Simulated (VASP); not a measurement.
# Hg (I4/mmm) in VASP: further runs

Hg is run at these levels: PBEsol, BLYP, PBE+D4; tasks: single point.

All numbers are computed with VASP 6.6.1; they aren't measurements. Logs are shortened: lines on timing, memory, paths and dates and some standing lists are left out, and cuts for length are marked.

### Step 1. The cell of the first run

Symmetry: I4/mmm, No. 139, tetragonal system. Conventional cell: a = 3.753 Å, b = 3.753 Å, c = 3.834 Å, α = 90.00°, β = 90.00°, γ = 90.00°. Within 4.3 Å of Hg (site symmetry 4/mmm) lie 14 Hg at 3.27 to 3.83 Å.

### Step 2. Single point, PBEsol

The input, INCAR:

```
SYSTEM = Hg
PREC = Accurate
ENCUT = 520
EDIFF = 1E-6
ISMEAR = 0
SIGMA = 0.1
LREAL = .FALSE.
LASPH = .TRUE.
NELM = 60
ALGO = Normal
ISIF = 2
LWAVE = .FALSE.
LCHARG = .FALSE.
GGA = PS
NBANDS = 12
```

The input, KPOINTS:

```
Automatic mesh
0
G
  10 10 10
  0 0 0
```

The input, POSCAR:

```
Hg
1.0
   -1.8767364354      1.8767364354      1.9168448550
    1.8767364354     -1.8767364354      1.9168448550
    1.8767364354      1.8767364354     -1.9168448550
Hg
1
Direct
    0.5000000000      0.5000000000      0.0000000000
```

Potentials or basis: VASP PAW PBE potentials, release 64 (Hg).

Command:

```sh
> cat potpaw_PBE.64/Hg/POTCAR > POTCAR
> mpirun -np 1 vasp_std > vasp.out
```

OUTCAR:

```text
SYSTEM = Hg
   PREC = Accurate
   ENCUT = 520
   EDIFF = 1E-6
   ISMEAR = 0
   LREAL = .FALSE.
   LASPH = .TRUE.
   NELM = 60
   ISIF = 2
   GGA = PS

 ion  position               nearest neighbor table
   1  0.500  0.500  0.000-

  LATTYP: Found a body centered tetragonal cell.
 ALAT       =     3.7534728708
 C/A-ratio  =     1.0213713651

  Lattice vectors:

 A1 = (  -1.8767364354,   1.8767364354,   1.9168448550)
 A2 = (   1.8767364354,  -1.8767364354,   1.9168448550)
 A3 = (   1.8767364354,   1.8767364354,  -1.9168448550)

Analysis of symmetry for initial positions (statically):
=====================================================================
 Subroutine PRICEL returns:
 Original cell was already a primitive cell.

 Routine SETGRP: Setting up the symmetry group for a
 body centered tetragonal supercell.

 Subroutine GETGRP returns: Found 16 space group operations
 (whereof 16 operations were pure point group operations)
 out of a pool of 16 trial point group operations.

The static configuration has the point symmetry D_4h.

Analysis of symmetry for dynamics (positions and initial velocities):
=====================================================================
 Subroutine PRICEL returns:
 Original cell was already a primitive cell.

 Routine SETGRP: Setting up the symmetry group for a
 body centered tetragonal supercell.

 Subroutine GETGRP returns: Found 16 space group operations
 (whereof 16 operations were pure point group operations)
 out of a pool of 16 trial point group operations.

The dynamic configuration has the point symmetry D_4h.

 Subroutine INISYM returns: Found 16 space group operations
 (whereof 16 operations are pure point group operations),
 and found     1 'primitive' translations

----------------------------------------------------------------------------------------

                                     Primitive cell

  volume of cell :      27.0056

  direct lattice vectors                    reciprocal lattice vectors
    -1.876736435  1.876736435  1.916844855     0.000000000  0.266419935  0.260845315
     1.876736435 -1.876736435  1.916844855     0.266419935  0.000000000  0.260845315
     1.876736435  1.876736435 -1.916844855     0.266419935  0.266419935  0.000000000

  length of vectors
     3.273923257  3.273923257  3.273923257     0.372853672  0.372853672  0.376774686

  position of ions in fractional coordinates (direct lattice)
     0.500000000  0.500000000  0.000000000

  ion indices of the primitive-cell ions
   primitive index   ion index
                 1           1

----------------------------------------------------------------------------------------

 KPOINTS: Automatic mesh

Automatic generation of k-mesh.
 Grid dimensions read from file:
 generate k-points for:   10   10   10

 Generating k-lattice:

  Cartesian coordinates                     Fractional coordinates (reciprocal lattice)
     0.000000000  0.026641994  0.026084531     0.100000000 -0.000000000  0.000000000
     0.026641994  0.000000000  0.026084531    -0.000000000  0.100000000  0.000000000
     0.026641994  0.026641994  0.000000000     0.000000000  0.000000000  0.100000000

  Length of vectors
     0.037285367  0.037285367  0.037677469

  Shift w.r.t. Gamma in fractional coordinates (k-lattice)
     0.000000000  0.000000000  0.000000000

 Subroutine IBZKPT returns following result:
 ===========================================

 Found    102 irreducible k-points:

 Following reciprocal coordinates:
            Coordinates               Weight
  0.000000  0.000000  0.000000      1.000000
  0.100000  0.000000  0.000000      8.000000
  0.200000  0.000000  0.000000      8.000000
  0.300000  0.000000 -0.000000      8.000000
  0.400000  0.000000  0.000000      8.000000
  0.500000  0.000000  0.000000      4.000000
[... 16 lines left out ...]
  0.300000  0.300000 -0.000000      8.000000
  0.400000  0.300000  0.000000     16.000000
 [... further k-points ...]
   k-points           NKPTS =    102   k-points in BZ     NKDIM =    102   number of bands    NBANDS=     12
   number of dos      NEDOS =    301   number of ions     NIONS =      1
   total plane-waves  NPLWV =  13824
   dimension x,y,z NGX =    24 NGY =   24 NGZ =   24
   dimension x,y,z NGXF=    48 NGYF=   48 NGZF=   48
   ions per type =               1
   NGX,Y,Z   is equivalent  to a cutoff of  12.19, 12.19, 12.19 a.u.
   NGXF,Y,Z  is equivalent  to a cutoff of  24.37, 24.37, 24.37 a.u.
 SYSTEM =  Hg
   PREC   = accura    normal or accurate (medium, high low for compatibility)
   ISTART =      0    job   : 0-new  1-cont  2-samecut
   ICHARG =      2    charge: 1-file 2-atom 10-const
   ISPIN  =      1    spin polarized calculation?
   LNONCOLLINEAR =      F non collinear calculations
   LSORBIT =      F    spin-orbit coupling
   LASPH  =      T    aspherical Exc in radial PAW
   ENCUT  =  520.0 eV  38.22 Ry    6.18 a.u.   6.09  6.09  6.09*2*pi/ulx,y,z
   NELM   =     60;   NELMIN=  2; NELMDL= -5     # of ELM steps
   EDIFF  = 0.1E-05   stopping-criterion for ELM
   LREAL  =      F    real-space projection
   EDIFFG = 0.1E-04   stopping-criterion for IOM
   NSW    =      0    number of steps for IOM
   IBRION =     -1    ionic relax: 0-MD 1-quasi-New 2-CG
   NFREE  =      0    steps in history (QN), initial steepest desc. (CG)
   ISIF   =      2    stress and relaxation
   ISYM   =      2    0-nonsym 1-usesym 2-fastsym
   POTIM  = 0.5000    time-step for ionic-motion
   TEBEG  =    0.0;   TEEND  =   0.0 temperature during run
   PSTRESS=    0.0 pullay stress
   NELECT =      12.0000    total number of electrons
   NUPDOWN=      -1.0000    fix difference up-down
   EMIN   =  10.00;   EMAX   =-10.00  energy-range for DOS
   EFERMI =   0.00;   METHOD = LEGACY
   ISMEAR =     0;   SIGMA  =   0.10  broadening in eV -4-tet -1-fermi 0-gaus
   EFERMI_NEDOS =   21; number of points for ismear=-14 and -15
   IALGO  =     38    algorithm
   IMIX   =      4    mixing-type and parameters
     AMIX     =   0.40;   BMIX     =  1.00
     AMIX_MAG =   1.60;   BMIX_MAG =  1.00
  volume/ion in A,a.u.               =      27.01       182.24
  Fermi-wavevector in a.u.,A,eV,Ry     =   1.249254  2.360748 21.233735  1.560635
  Thomas-Fermi vector in A             =   2.383303
   LORBIT       =      0    0 simple, 1 ext, 2 COOP (PROOUT), +10 PAW based schemes
   GGA     = PS    functional components
   LHFCALC =     F    Hartree Fock is set to
   AEXX    =    0.0000 exact exchange contribution
   IVDW    =     0    specifies the selected vdW correction
   LEPSILON=     F    determine dielectric tensor
   LRPA    =     F    only Hartree local field effects (RPA)
 non-spin polarized calculation
 Gauss-broadening in eV      SIGMA  =   0.10
  energy-cutoff  :      520.00
  volume of cell :       27.01
 maximum number of plane-waves:       738
   NGX = 13   NGY = 13   NGZ = 13

 number of electron      11.9999998 magnetization

 Free energy of the ion-electron system (eV)
  ---------------------------------------------------
  ext. energy  EPLUGINS =         0.00000000
  ---------------------------------------------------
  free energy    TOTEN  =        -0.52734763 eV

  energy without entropy =       -0.52567319  energy(sigma->0) =       -0.52651041

 E-fermi :   1.4833     XC(G=0): -10.3207

 val. band max:        1.4026285566   @ k =  -0.4000   0.4000   0.4000
 cond. band min:       1.4869057164   @ k =  -0.4000   0.5000   0.3000
 fundamental gap:      0.0842771598
 Fermi energy:         1.4833328523

 k-point     1 :       0.0000    0.0000    0.0000
  band No.  band energies     occupation
      1      -6.4894      2.00000
      2      -5.1077      2.00000
      3      -5.1077      2.00000
      4      -5.0618      2.00000
      5      -4.4240      2.00000
      6      -4.3752      2.00000
      7      15.9335      0.00000
      8      16.0254      0.00000
      9      16.0254      0.00000
     10      16.0491      0.00000
     11      16.4707      0.00000
     12      16.4707      0.00000

 k-point     2 :       0.1000    0.0000    0.0000
  band No.  band energies     occupation
      1      -6.2545      2.00000
      2      -5.1214      2.00000
      3      -5.0861      2.00000
      4      -4.9824      2.00000
      5      -4.4516      2.00000
      6      -4.3826      2.00000
      7      13.5001      0.00000
      8      15.1568      0.00000
      9      15.2290      0.00000
     10      15.9871      0.00000
     11      16.3108      0.00000
     12      16.3680      0.00000

 k-point     3 :       0.2000    0.0000    0.0000
  band No.  band energies     occupation
      1      -5.7265      2.00000
      2      -5.2052      2.00000
      3      -4.8729      2.00000
      4      -4.7135      2.00000
      5      -4.5031      2.00000
      6      -4.3862      2.00000
      7       9.8058      0.00000
      8      13.5391      0.00000
      9      13.6603      0.00000
     10      15.5205      0.00000
     11      16.1896      0.00000
     12      17.2313      0.00000
[... 286 lines left out ...]
 k-point    23 :       0.3000    0.3000   -0.0000
  band No.  band energies     occupation
      1      -5.4590      2.00000
      2      -5.0155      2.00000
      3      -4.7866      2.00000
      4      -4.3856      2.00000
      5      -4.2995      2.00000
      6       0.1838      2.00000
      7       3.1712      0.00000
      8       4.6368      0.00000
      9      10.8036      0.00000
     10      17.7047      0.00000
     11      18.2537      0.00000
     12      19.3890      0.00000

 k-point    24 :       0.4000    0.3000    0.0000
  band No.  band energies     occupation
      1      -5.4704      2.00000
      2      -5.0245      2.00000
      3      -4.7741      2.00000
      4      -4.4020      2.00000
      5      -4.2642      2.00000
      6       0.2775      2.00000
      7       3.0861      0.00000
      8       4.6251      0.00000
      9      10.7224      0.00000
     10      17.2999      0.00000
     11      18.1940      0.00000
     12      20.0147      0.00000

 [... further k-points ...]
[... 5 lines left out ...]
  --------------------------------------------------------------------------------------
  -------------------------------------------------------------------------------------
  Total       -0.3921183     -0.3921183     -0.3452297      0.0000000      0.0000000      0.0000000
  in kB      -23.2634497    -23.2634497    -20.4816616      0.0000000      0.0000000      0.0000000
  external PRESSURE =     -22.3361870 kB  Pullay stress =       0.0000000 kB

 VOLUME and BASIS-vectors are now :
 -----------------------------------------------------------------------------
  energy-cutoff  :      520.00
  volume of cell :       27.01
      direct lattice vectors                 reciprocal lattice vectors
    -1.876736435  1.876736435  1.916844855     0.000000000  0.266419935  0.260845315
     1.876736435 -1.876736435  1.916844855     0.266419935  0.000000000  0.260845315
     1.876736435  1.876736435 -1.916844855     0.266419935  0.266419935  0.000000000

 POSITION                                       TOTAL-FORCE (eV/Angst)
 -----------------------------------------------------------------------------------
      0.00000      0.00000      1.91684        -0.000000     -0.000000      0.000000
 -----------------------------------------------------------------------------------
    total drift:                               -0.000000      0.000000      0.000000

  FREE ENERGIE OF THE ION-ELECTRON SYSTEM (eV)
  ---------------------------------------------------
  free  energy   TOTEN  =        -0.5273476319 eV

  energy  without entropy=       -0.5256731891  energy(sigma->0) =       -0.52651041
```

Run time: 12 s. Hardware: 1 thread of Intel Xeon 6975P-C, shared host; peak memory 0.16 GiB.

Results:

* Free energy: -0.5273 eV
* Pressure: -2.2 GPa
* Band gap on the k mesh: zero (band 6 reaches 3.83 eV, above the bottom of band 7 at 0.63 eV)

Caveat: the PAW data sets were made with another functional, which shifts forces and pressure a little; spin-orbit coupling is left out, which moves the levels of the heavy elements.

### Step 3. Single point, BLYP, non-collinear spin, zero start, spin-orbit coupling

The input, INCAR:

```
PREC = Accurate
ENCUT = 520
EDIFF = 1E-6
ISMEAR = 1
SIGMA = 0.1
LREAL = False
LASPH = True
NELM = 150
ALGO = Normal
ISIF = 2
LWAVE = False
LCHARG = True
MAGMOM = 0 0 0
LORBIT = 11
LSORBIT = True
GGA_COMPAT = False
LORBMOM = True
GGA = B5
ALDAX = 1.0
AGGAX = 1.0
AGGAC = 1.0
ALDAC = 0.0
LVHAR = True
NBANDS = 23
```

The input, KPOINTS:

```
regular mesh
0
Gamma
  7 7 7
```

POSCAR is that of step 2.

Potentials or basis: VASP PAW PBE potentials, release 64 (Hg).

Command:

```sh
> cat potpaw_PBE.64/Hg/POTCAR > POTCAR
> mpirun -np 1 vasp_ncl > vasp.out
```

Wall time 37 s (1 thread of Intel Xeon 6975P-C, shared host); peak memory 0.21 GiB.

It converged, with:

```
Free energy                                           : 0.0439 eV
Pressure                                              : 4.6 GPa
Net moment                                            : 0.00 μB per cell
Valence electrons inside the program's atomic spheres : Hg 10.46
```

Stress tensor (GPa, compression positive):
```
4.68 0.00 0.00
0.00 4.68 0.00
0.00 0.00 4.58
```

Moments on the atoms (μB; x, y, z):
```
Hg  0.00 0.00 0.00
```

Caveat: the PAW data sets were made with another functional, which shifts forces and pressure a little.

### Step 4. Single point, PBE+D4

The input, INCAR:

```
ALGO = Normal ; EDIFF = 1E-6
ENCUT = 520 ; GGA = PE
ISIF = 2 ; ISMEAR = 1
IVDW = 13 ; LASPH = True
LCHARG = False ; LREAL = False
LWAVE = False ; NBANDS = 12
NELM = 60 ; PREC = Accurate
SIGMA = 0.1
```

The input, KPOINTS:

```
k-points
0
Gamma
  10 10 10
```

The input, POSCAR:

```
Hg
1.0
    3.2739232600      0.0000000000      0.0000000000
   -1.0293415076      3.1078979348      0.0000000000
   -1.1222908761     -1.5539489673      2.6541061223
Hg
1
Direct
    0.5000000000      0.5000000000      0.0000000000
```

Potentials or basis: VASP PAW PBE potentials, release 64 (Hg).

Command:

```sh
> cat potpaw_PBE.64/Hg/POTCAR > POTCAR
> mpirun -np 1 vasp_std > vasp.out
```

OUTCAR:

```text
EDIFF = 1E-6
   ENCUT = 520
   GGA = PE
   ISIF = 2
   ISMEAR = 1
   IVDW = 13
   LASPH = True
   LREAL = False
   NELM = 60
   PREC = Accurate

 ion  position               nearest neighbor table
   1  0.500  0.500  0.000-

  LATTYP: Found a body centered tetragonal cell.
 ALAT       =     3.7534728741
 C/A-ratio  =     1.0213713651

  Lattice vectors:

 A1 = (   3.2739232600,   0.0000000000,   0.0000000000)
 A2 = (  -1.0293415076,   3.1078979348,   0.0000000000)
[... 538 lines left out ...]
     11      18.4522      0.00000
     12      20.2614      0.00000

 [... further k-points ...]

------------------------ aborting loop because EDIFF is reached ----------------------------------------

  DFT-D4 for vdW energy calculation

  Edisp (eV):   -0.39882

  FORCE on cell =-STRESS in cart. coord.  units (eV):
  Direction    XX          YY          ZZ          XY          YZ          ZX
  --------------------------------------------------------------------------------------
  -------------------------------------------------------------------------------------
  Total      -0.08715    -0.08000    -0.09496     0.01080    -0.00000    -0.00000
  in kB      -5.17065    -4.74609    -5.63354     0.64093    -0.00000    -0.00000
  external pressure =       -5.18 kB  Pullay stress =        0.00 kB

 VOLUME and BASIS-vectors are now :
 -----------------------------------------------------------------------------
  energy-cutoff  :      520.00
  volume of cell :       27.01
      direct lattice vectors                 reciprocal lattice vectors
     3.273923260  0.000000000  0.000000000     0.305443934  0.101163592  0.188387343
    -1.029341508  3.107897935  0.000000000     0.000000000  0.321760888  0.188387343
    -1.122290876 -1.553948967  2.654106122     0.000000000  0.000000000  0.376774686

 POSITION                                       TOTAL-FORCE (eV/Angst)
 -----------------------------------------------------------------------------------
      1.12229      1.55395      0.00000        -0.000000      0.000000      0.000000
 -----------------------------------------------------------------------------------
    total drift:                                0.000000     -0.000000     -0.000000

  FREE ENERGIE OF THE ION-ELECTRON SYSTEM (eV)
  ---------------------------------------------------
  free  energy   TOTEN  =        -0.5669489301 eV

  energy  without entropy=       -0.5665160881  energy(sigma->0) =       -0.56680465
```

OSZICAR:

```text
N       E                     dE             d eps       ncg     rms          rms(c)
DAV:   1     0.743956788999E+02    0.74396E+02   -0.62859E+03  2448   0.940E+02
DAV:   2     0.121507176735E+01   -0.73181E+02   -0.69030E+02  2752   0.228E+02
DAV:   3    -0.184931992784E+00   -0.14000E+01   -0.13975E+01  2852   0.347E+01
DAV:   4    -0.186348775220E+00   -0.14168E-02   -0.14168E-02  2732   0.117E+00
DAV:   5    -0.186350922819E+00   -0.21476E-05   -0.21476E-05  2816   0.435E-02    0.233E+00
DAV:   6    -0.168925512675E+00    0.17425E-01   -0.44988E-02  2868   0.236E+00    0.181E+00
DAV:   7    -0.167977084446E+00    0.94843E-03   -0.60309E-03  2768   0.744E-01    0.839E-01
DAV:   8    -0.168101587617E+00   -0.12450E-03   -0.67366E-04  2560   0.314E-01    0.298E-02
DAV:   9    -0.168123519384E+00   -0.21932E-04   -0.13043E-05  2732   0.325E-02    0.113E-02
DAV:  10    -0.168127924197E+00   -0.44048E-05   -0.48543E-06  2556   0.218E-02    0.864E-04
DAV:  11    -0.168127846239E+00    0.77958E-07   -0.23203E-08  1332   0.102E-03
   1 F= -.56694893E+00 E0= -.56680465E+00  d E =-.432842E-03
```

stdout:

```text
POSCAR found type information on POSCAR Hg
 POSCAR found :  1 types and       1 ions
 scaLAPACK will be used
 LDA part: xc-table for (Slater+PW92), standard interpolation
 POSCAR, INCAR and KPOINTS ok, starting setup
 FFT: planning ... GRIDC
 FFT: planning ... GRID_SOFT
 FFT: planning ... GRID
 WAVECAR not read
 entering main loop
```

Wall time 11 s (1 thread of Intel Xeon Platinum 8375C at 2.90GHz (Ice Lake), shared host); peak memory 0.16 GiB.

What came out:

```yaml
Free_energy: -0.5669 eV
Pressure: -0.5 GPa
Band_gap_on_the_k_mesh: zero (band 6 reaches 4.02 eV, above the bottom of band 7 at 0.90 eV)
Dispersion_energy_per_atom: -0.399 eV
```

Stress tensor (GPa, compression positive):
```
-0.52  0.06  0.00
 0.06 -0.47  0.00
 0.00  0.00 -0.56
```

Caveat: spin-orbit coupling is left out, which moves the levels of the heavy elements; pairwise dispersion overbinds metals, which lowers pressure and volume.

### Step 5. Overview

```csv
level,spin,k mesh,smearing,gap on the mesh (eV),pressure (GPa)
PBEsol,off,10 × 10 × 10,gaussian 0.1 eV,none,-2.2
BLYP,"non-collinear, zero start, SOC",7 × 7 × 7,methfessel-paxton 0.1 eV,-,4.6
PBE+D4,off,10 × 10 × 10,methfessel-paxton 0.1 eV,none,-0.5
```

Alike in all rows: task single point; potentials or basis VASP PAW PBE potentials, release 64 (Hg); cell a = 3.274 Å, angles 110.0, 110.0, 108.3°, 1 atom; cutoff (eV) 520.

Caveats: the PAW data sets were made with another functional, which shifts forces and pressure a little (some runs); spin-orbit coupling is left out, which moves the levels of the heavy elements (some runs); pairwise dispersion overbinds metals, which lowers pressure and volume (some runs).

Total energies depend on the potentials used, so only differences within one code and one set of settings carry meaning.
